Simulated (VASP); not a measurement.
Wanted: the native input for a VASP 6.6.1 run.

| Quantity | Value |
| --- | --- |
| Task | single point |
| Functional | PBE |
| Potentials or basis | VASP PAW PBE potentials, release 64 (Sn_d, O_h) |
| Cutoff | 1340 eV |
| k mesh | 4 × 4 × 2 |
| Occupations | gaussian, width 0.1 eV |
| Spin | no spin polarisation |
| Dipole correction | no |
| Further INCAR settings | ALGO = Normal; EDIFF = 1e-06; NBANDS = 50 |

The structure of SnO lies in POSCAR:

```
SnO
1.0
    3.8677643025      0.0000000000      0.0000000000
    0.0000000000      3.8677643025      0.0000000000
    0.0000000000      0.0000000000     10.1399661051
Sn O
4 4
Direct
    0.0000000000      0.5000000000      0.1143543508
    0.0000000000      0.5000000000      0.6143543508
    0.5000000000      0.0000000000      0.3856456492
    0.5000000000      0.0000000000      0.8856456492
    0.0000000000      0.0000000000      0.5000000000
    0.0000000000      0.0000000000      0.0000000000
    0.5000000000      0.5000000000      0.5000000000
    0.5000000000      0.5000000000      0.0000000000
```

These files were run (other wordings do the same):

INCAR

```
SYSTEM = SnO
ALGO = Normal ; EDIFF = 1E-6
ENCUT = 1340 ; GGA = PE
GGA_COMPAT = .False. ; ISIF = 2
ISMEAR = 0 ; LASPH = .True.
LCHARG = .True. ; LELF = .True.
LREAL = .False. ; LVHAR = .True.
LWAVE = .False. ; NBANDS = 50
NELM = 120 ; PREC = Accurate
SIGMA = 0.1
```

KPOINTS

```
k-points
0
Gamma
  4 4 2
  0 0 0
```

Potentials or basis: VASP PAW PBE potentials, release 64 (Sn_d, O_h).

Run with:

```console
$ cat potpaw_PBE.64/Sn_d/POTCAR potpaw_PBE.64/O_h/POTCAR > POTCAR
$ mpirun -np 1 vasp_std > vasp.out
```

It gave:

| Property | Result |
| --- | --- |
| Pressure | 0.2 GPa |
| Largest force | 0.059 eV/Å |
| Band gap on the k mesh | 0.51 eV |

Caveat: semilocal functionals underestimate gaps, and a narrow one can read as zero; spin-orbit coupling is left out, which moves the levels of the heavy elements.

Wall time 12 min on 1 thread of AMD EPYC 7R32 (Zen 2), with other jobs on the host, peak memory 0.73 GiB.
